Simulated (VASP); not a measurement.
# Tl2CuO4 (I4/mmm) in VASP: single point with PBE

Aim: the single point of Tl2CuO4 with PBE.

Program: VASP 6.6.1. These are calculated values, not measurements. Logs are shortened: lines on timing, memory, paths and dates and some standing lists are left out, and cuts for length are marked.

## (1) The cell of the first run

The structure is tetragonal, space group I4/mmm (No. 139). Conventional cell: a = 4.011 Å, b = 4.011 Å, c = 12.101 Å, α = 90.00°, β = 90.00°, γ = 90.00°. Within 3.1 Å of Tl (site symmetry 4mm) lie 8 O at 2.34 to 2.71 Å. Within 2.7 Å of Cu (site symmetry 4/mmm) lie 4 O at 2.01 Å. Within 2.9 Å of O (site symmetry mmm) lie 2 Cu at 2.01 Å and 4 Tl at 2.71 Å and 4 O at 2.84 Å. Within 3.1 Å of O (site symmetry -4m2) lie 4 Tl at 2.34 Å and 6 O at 2.84 to 3.03 Å.

## (2) Single point, PBE

INCAR

```
SYSTEM = Tl2CuO4
PREC = Accurate
ENCUT = 520
EDIFF = 1E-7
ISMEAR = -1
SIGMA = 0.05
LREAL = .False.
LASPH = .True.
NELM = 80
ALGO = Normal
ISIF = 2
LWAVE = .False.
LCHARG = .False.
GGA = PE
NBANDS = 40
```

KPOINTS

```
regular mesh
0
Gamma
  10 10 10
  0 0 0
```

POSCAR

```
Tl2CuO4
1.0
   -2.0054835977      2.0054835977      6.0502693112
    2.0054835977     -2.0054835977      6.0502693112
    2.0054835977      2.0054835977     -6.0502693112
Tl Cu O
2 1 4
Direct
    0.3493790000      0.3493790000      0.0000000000
    0.6506210000      0.6506210000      0.0000000000
    0.0000000000      0.0000000000      0.0000000000
    0.0000000000      0.5000000000      0.5000000000
    0.5000000000      0.0000000000      0.5000000000
    0.2500000000      0.7500000000      0.5000000000
    0.7500000000      0.2500000000      0.5000000000
```

Potentials or basis: VASP PAW PBE potentials, release 64 (Tl_d, Cu, O).

The run is started by

```console
> cat potpaw_PBE.64/Tl_d/POTCAR potpaw_PBE.64/Cu/POTCAR potpaw_PBE.64/O/POTCAR > POTCAR
> mpirun -np 1 vasp_std > vasp.out
```

OUTCAR:

```text
SYSTEM = Tl2CuO4
   PREC = Accurate
   ENCUT = 520
   EDIFF = 1E-7
   ISMEAR = -1
   LREAL = .False.
   LASPH = .True.
   NELM = 80
   ISIF = 2
   GGA = PE

 ion  position               nearest neighbor table
   1  0.349  0.349  0.000-   6 2.34   7 2.34   6 2.34   7 2.34   4 2.71   5 2.71   4 2.71   5 2.71
                             3 3.37   3 3.37   3 3.37   3 3.37   2 3.65   2 3.72   2 3.72   2 3.72
   2  0.651  0.651  0.000-   6 2.34   7 2.34   6 2.34   7 2.34   5 2.71   4 2.71   4 2.71   5 2.71
                             3 3.37   3 3.37   3 3.37   3 3.37   1 3.65   1 3.72   1 3.72   1 3.72
   3  0.000  0.000  0.000-   4 2.01   5 2.01   4 2.01   5 2.01   2 3.37   2 3.37   2 3.37   1 3.37
                             2 3.37   1 3.37   1 3.37   1 3.37
   4  0.000  0.500  0.500-   3 2.01   3 2.01   2 2.71   1 2.71   1 2.71   2 2.71
   5  0.500  0.000  0.500-   3 2.01   3 2.01   1 2.71   2 2.71   1 2.71   2 2.71
   6  0.250  0.750  0.500-   2 2.34   1 2.34   1 2.34   2 2.34
   7  0.750  0.250  0.500-   2 2.34   1 2.34   1 2.34   2 2.34

  LATTYP: Found a body centered tetragonal cell.
 ALAT       =     4.0109671954
 C/A-ratio  =     3.0168630240

  Lattice vectors:

 A1 = (  -2.0054835977,   2.0054835977,   6.0502693112)
 A2 = (   2.0054835977,  -2.0054835977,   6.0502693112)
 A3 = (   2.0054835977,   2.0054835977,  -6.0502693112)

Analysis of symmetry for initial positions (statically):
=====================================================================
 Subroutine PRICEL returns:
 Original cell was already a primitive cell.

 Routine SETGRP: Setting up the symmetry group for a
 body centered tetragonal supercell.

 Subroutine GETGRP returns: Found 16 space group operations
 (whereof 16 operations were pure point group operations)
 out of a pool of 16 trial point group operations.

The static configuration has the point symmetry D_4h.

Analysis of symmetry for dynamics (positions and initial velocities):
=====================================================================
 Subroutine PRICEL returns:
 Original cell was already a primitive cell.

 Routine SETGRP: Setting up the symmetry group for a
 body centered tetragonal supercell.

 Subroutine GETGRP returns: Found 16 space group operations
 (whereof 16 operations were pure point group operations)
 out of a pool of 16 trial point group operations.

The dynamic configuration has the point symmetry D_4h.

 Subroutine INISYM returns: Found 16 space group operations
 (whereof 16 operations are pure point group operations),
 and found     1 'primitive' translations

----------------------------------------------------------------------------------------

                                     Primitive cell

  volume of cell :      97.3359

  direct lattice vectors                    reciprocal lattice vectors
    -2.005483598  2.005483598  6.050269311     0.000000000  0.249316425  0.082640949
     2.005483598 -2.005483598  6.050269311     0.249316425  0.000000000  0.082640949
     2.005483598  2.005483598 -6.050269311     0.249316425  0.249316425  0.000000000

  length of vectors
     6.682042177  6.682042177  6.682042177     0.262656060  0.262656060  0.352586669

  position of ions in fractional coordinates (direct lattice)
     0.349379000  0.349379000  0.000000000
     0.650621000  0.650621000  0.000000000
     0.000000000  0.000000000  0.000000000
     0.000000000  0.500000000  0.500000000
     0.500000000  0.000000000  0.500000000
     0.250000000  0.750000000  0.500000000
     0.750000000  0.250000000  0.500000000

  ion indices of the primitive-cell ions
   primitive index   ion index
                 1           1
                 2           2
                 3           3
                 4           4
                 5           5
                 6           6
                 7           7

----------------------------------------------------------------------------------------

 KPOINTS: regular mesh

Automatic generation of k-mesh.
 Grid dimensions read from file:
 generate k-points for:   10   10   10

 Generating k-lattice:

  Cartesian coordinates                     Fractional coordinates (reciprocal lattice)
     0.000000000  0.024931642  0.008264095     0.100000000 -0.000000000  0.000000000
     0.024931642  0.000000000  0.008264095    -0.000000000  0.100000000  0.000000000
     0.024931642  0.024931642  0.000000000     0.000000000  0.000000000  0.100000000

  Length of vectors
     0.026265606  0.026265606  0.035258667

  Shift w.r.t. Gamma in fractional coordinates (k-lattice)
     0.000000000  0.000000000  0.000000000

 Subroutine IBZKPT returns following result:
 ===========================================

 Found    102 irreducible k-points:

 Following reciprocal coordinates:
            Coordinates               Weight
  0.000000  0.000000  0.000000      1.000000
  0.100000  0.000000 -0.000000      8.000000
  0.200000  0.000000 -0.000000      8.000000
  0.300000  0.000000 -0.000000      8.000000
  0.400000  0.000000 -0.000000      8.000000
  0.500000  0.000000 -0.000000      4.000000
[... 16 lines left out ...]
  0.300000  0.300000 -0.000000      8.000000
  0.400000  0.300000  0.000000     16.000000
 [... further k-points ...]
   k-points           NKPTS =    102   k-points in BZ     NKDIM =    102   number of bands    NBANDS=     40
   number of dos      NEDOS =    301   number of ions     NIONS =      7
   total plane-waves  NPLWV = 125000
   dimension x,y,z NGX =    50 NGY =   50 NGZ =   50
   dimension x,y,z NGXF=   100 NGYF=  100 NGZF=  100
   ions per type =               2   1   4
   NGX,Y,Z   is equivalent  to a cutoff of  12.44, 12.44, 12.44 a.u.
   NGXF,Y,Z  is equivalent  to a cutoff of  24.88, 24.88, 24.88 a.u.
 SYSTEM =  Tl2CuO4
   PREC   = accura    normal or accurate (medium, high low for compatibility)
   ISTART =      0    job   : 0-new  1-cont  2-samecut
   ICHARG =      2    charge: 1-file 2-atom 10-const
   ISPIN  =      1    spin polarized calculation?
   LNONCOLLINEAR =      F non collinear calculations
   LSORBIT =      F    spin-orbit coupling
   LASPH  =      T    aspherical Exc in radial PAW
   ENCUT  =  520.0 eV  38.22 Ry    6.18 a.u.  12.42 12.42 12.42*2*pi/ulx,y,z
   NELM   =     80;   NELMIN=  2; NELMDL= -5     # of ELM steps
   EDIFF  = 0.1E-06   stopping-criterion for ELM
   LREAL  =      F    real-space projection
   EDIFFG = 0.1E-05   stopping-criterion for IOM
   NSW    =      0    number of steps for IOM
   IBRION =     -1    ionic relax: 0-MD 1-quasi-New 2-CG
   NFREE  =      0    steps in history (QN), initial steepest desc. (CG)
   ISIF   =      2    stress and relaxation
   ISYM   =      2    0-nonsym 1-usesym 2-fastsym
   POTIM  = 0.5000    time-step for ionic-motion
   TEBEG  =    0.0;   TEEND  =   0.0 temperature during run
   PSTRESS=    0.0 pullay stress
   NELECT =      61.0000    total number of electrons
   NUPDOWN=      -1.0000    fix difference up-down
   EMIN   =  10.00;   EMAX   =-10.00  energy-range for DOS
   EFERMI =   0.00;   METHOD = LEGACY
   ISMEAR =    -1;   SIGMA  =   0.05  broadening in eV -4-tet -1-fermi 0-gaus
   EFERMI_NEDOS =   21; number of points for ismear=-14 and -15
   IALGO  =     38    algorithm
   IMIX   =      4    mixing-type and parameters
     AMIX     =   0.40;   BMIX     =  1.00
     AMIX_MAG =   1.60;   BMIX_MAG =  1.00
  volume/ion in A,a.u.               =      13.91        93.84
  Fermi-wavevector in a.u.,A,eV,Ry     =   1.400965  2.647439 26.704176  1.962702
  Thomas-Fermi vector in A             =   2.523873
   LORBIT       =      0    0 simple, 1 ext, 2 COOP (PROOUT), +10 PAW based schemes
   GGA     = PE    functional components
   LHFCALC =     F    Hartree Fock is set to
   AEXX    =    0.0000 exact exchange contribution
   IVDW    =     0    specifies the selected vdW correction
   LEPSILON=     F    determine dielectric tensor
   LRPA    =     F    only Hartree local field effects (RPA)
 non-spin polarized calculation
  energy-cutoff  :      520.00
  volume of cell :       97.34
 maximum number of plane-waves:      2667
 NGX is ok and might be reduce to    50
   NGX = 25   NGY = 25   NGZ = 25

 number of electron      60.9999993 magnetization

 Free energy of the ion-electron system (eV)
  ---------------------------------------------------
  ext. energy  EPLUGINS =         0.00000000
  ---------------------------------------------------
  free energy    TOTEN  =       -31.05858742 eV

  energy without entropy =      -31.04374738  energy(sigma->0) =      -31.05116740

 E-fermi :   4.3721     XC(G=0): -10.9252

 val. band max:        4.3527666292   @ k =   0.5000   0.1000   0.0000
 cond. band min:       4.3844921663   @ k =  -0.3000  -0.3000   0.3000
 fundamental gap:      0.0317255370
 Fermi energy:         4.3720861937

 k-point     1 :       0.0000    0.0000    0.0000
  band No.  band energies     occupation
      1     -13.3239      2.00000
      2     -12.7048      2.00000
      3     -12.0716      2.00000
      4     -11.9085      2.00000
      5      -5.7833      2.00000
      6      -5.7833      2.00000
[... 32 lines left out ...]
     39      13.6409      0.00000
     40      13.6409      0.00000

 k-point     2 :       0.1000    0.0000   -0.0000
  band No.  band energies     occupation
      1     -13.2838      2.00000
      2     -12.6883      2.00000
      3     -12.0956      2.00000
      4     -11.9226      2.00000
      5      -5.7837      2.00000
      6      -5.7826      2.00000
[... 32 lines left out ...]
     39      13.4265      0.00000
     40      13.7080      0.00000

 k-point     3 :       0.2000    0.0000   -0.0000
  band No.  band energies     occupation
      1     -13.1693      2.00000
      2     -12.6407      2.00000
      3     -12.1611      2.00000
      4     -11.9699      2.00000
      5      -5.7840      2.00000
      6      -5.7673      2.00000
[... 32 lines left out ...]
     39      13.3276      0.00000
     40      13.8806      0.00000

 k-point     4 :       0.3000    0.0000   -0.0000
  band No.  band energies     occupation
      1     -12.9987      2.00000
      2     -12.5685      2.00000
      3     -12.2593      2.00000
      4     -12.0529      2.00000
      5      -5.7828      2.00000
      6      -5.7268      2.00000
[... 32 lines left out ...]
     39      13.6651      0.00000
     40      14.0860      0.00000
[... 772 lines left out ...]
     39      13.3128      0.00000
     40      13.7092      0.00000

 k-point    23 :       0.3000    0.3000   -0.0000
  band No.  band energies     occupation
      1     -12.7260      2.00000
      2     -12.4802      2.00000
      3     -12.3476      2.00000
      4     -12.1178      2.00000
      5      -5.6911      2.00000
      6      -5.6375      2.00000
[... 32 lines left out ...]
     39      13.5334      0.00000
     40      14.1005      0.00000

 k-point    24 :       0.4000    0.3000    0.0000
  band No.  band energies     occupation
      1     -12.5896      2.00000
      2     -12.4184      2.00000
      3     -12.3961      2.00000
      4     -12.1847      2.00000
      5      -5.6860      2.00000
      6      -5.6348      2.00000
[... 32 lines left out ...]
     39      13.6537      0.00000
     40      13.9224      0.00000

 [... further k-points ...]
[... 5 lines left out ...]
  --------------------------------------------------------------------------------------
  -------------------------------------------------------------------------------------
  Total       -4.4106529     -4.4106529     -2.3675004      0.0000000     -0.0000000      0.0000000
  in kB      -72.6006548    -72.6006548    -38.9697590      0.0000000     -0.0000000      0.0000000
  external PRESSURE =     -61.3903562 kB  Pullay stress =       0.0000000 kB

 VOLUME and BASIS-vectors are now :
 -----------------------------------------------------------------------------
  energy-cutoff  :      520.00
  volume of cell :       97.34
      direct lattice vectors                 reciprocal lattice vectors
    -2.005483598  2.005483598  6.050269311     0.000000000  0.249316425  0.082640949
     2.005483598 -2.005483598  6.050269311     0.249316425  0.000000000  0.082640949
     2.005483598  2.005483598 -6.050269311     0.249316425  0.249316425  0.000000000

 POSITION                                       TOTAL-FORCE (eV/Angst)
 -----------------------------------------------------------------------------------
      0.00000      0.00000      4.22767         0.000000      0.000000     -0.317121
      0.00000      0.00000      7.87286        -0.000000     -0.000000      0.317121
      0.00000      0.00000      0.00000         0.000000      0.000000      0.000000
      2.00548      0.00000      0.00000         0.000000      0.000000      0.000000
      0.00000      2.00548      0.00000         0.000000      0.000000      0.000000
      2.00548     -0.00000      3.02513         0.000000      0.000000      0.000000
     -0.00000      2.00548      3.02513         0.000000      0.000000      0.000000
 -----------------------------------------------------------------------------------
    total drift:                               -0.000000     -0.000000     -0.000000

  FREE ENERGIE OF THE ION-ELECTRON SYSTEM (eV)
  ---------------------------------------------------
  free  energy   TOTEN  =       -31.0585874204 eV

  energy  without entropy=      -31.0437473815  energy(sigma->0) =      -31.05116740
```

It took 54 min on 1 thread of Intel Xeon 8259CL, shared host; peak memory 0.61 GiB.

Results:

```
Free energy            : -31.0586 eV
Pressure               : -6.1 GPa
Largest force          : 0.317 eV/Å
Band gap on the k mesh : zero (an odd number of electrons rules out a gap without spin polarisation)
```

Forces on the atoms (eV/Å):
```
Tl   0.000  0.000 -0.317
Tl   0.000  0.000  0.317
Cu   0.000  0.000  0.000
O    0.000  0.000  0.000
O    0.000  0.000  0.000
O    0.000  0.000  0.000
O    0.000  0.000  0.000
```

Caveat: the cell stands under tension; spin-orbit coupling is left out, which moves the levels of the heavy elements; an odd number of electrons without spin polarisation forces a metal; a magnetic or distorted state may lie lower; semilocal functionals often make such compounds metallic where correlation or magnetic order opens a gap, which also shifts bond lengths. With open d or f shells a metallic result of PBE can be an artefact of self-interaction; +U or a hybrid may open a gap.
